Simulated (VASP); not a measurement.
Here is a VASP 6.6.1 calculation.

The input POSCAR:

```
TiCo2
1.0
    0.0000000000      3.3286749863      3.3286749863
    3.3286749863      0.0000000000      3.3286749863
    3.3286749863      3.3286749863      0.0000000000
Ti Co
2 4
Direct
    0.5000000000      0.5000000000      0.5000000000
    0.7500000000      0.7500000000      0.7500000000
    0.1250000000      0.1250000000      0.1250000000
    0.6250000000      0.1250000000      0.1250000000
    0.1250000000      0.1250000000      0.6250000000
    0.1250000000      0.6250000000      0.1250000000
```

Contents of INCAR.step1:

```
ALGO = Normal
EDIFF = 1E-4
ENCUT = 520
GGA = PE
ISMEAR = 0
ISPIN = 2
LASPH = T
LCHARG = F
LMAXMIX = 4
LREAL = F
LWAVE = T
MAGMOM = 0 0 3 3 3 3
NBANDS = 43
NELM = 150
PREC = Accurate
SIGMA = 0.1
```

Contents of INCAR.step2:

```
ALGO = Normal
EDIFF = 1E-7
ENCUT = 520
ISIF = 2
ISMEAR = 0
ISPIN = 2
ISTART = 1
LASPH = T
LCHARG = F
LMAXMIX = 4
LMIXTAU = T
LORBIT = 11
LREAL = F
LWAVE = F
MAGMOM = 0 0 3 3 3 3
METAGGA = R2SCAN
NBANDS = 43
NELM = 150
PREC = Accurate
SIGMA = 0.1
```

The input KPOINTS:

```
k-points
0
Gamma
  10 10 10
```

Potentials or basis: VASP PAW PBE potentials, release 64 (Ti_sv, Co).

The run is started by

```console
$ cat potpaw_PBE.64/Ti_sv/POTCAR potpaw_PBE.64/Co/POTCAR > POTCAR
$ cp INCAR.step1 INCAR
$ mpirun -np 1 vasp_std > vasp.out
$ cp INCAR.step2 INCAR
$ mpirun -np 1 vasp_std > vasp.out
```

(1) Predict the site moments.

(2) Estimate the net moment.

(3) Predict the pressure.

Results:

(1) Ti -0.61; Co +1.46 μB.

(2) 4.04 μB per cell.

(3) 2.5 GPa.

Caveat: the PAW data sets were made with another functional, which shifts forces and pressure a little.
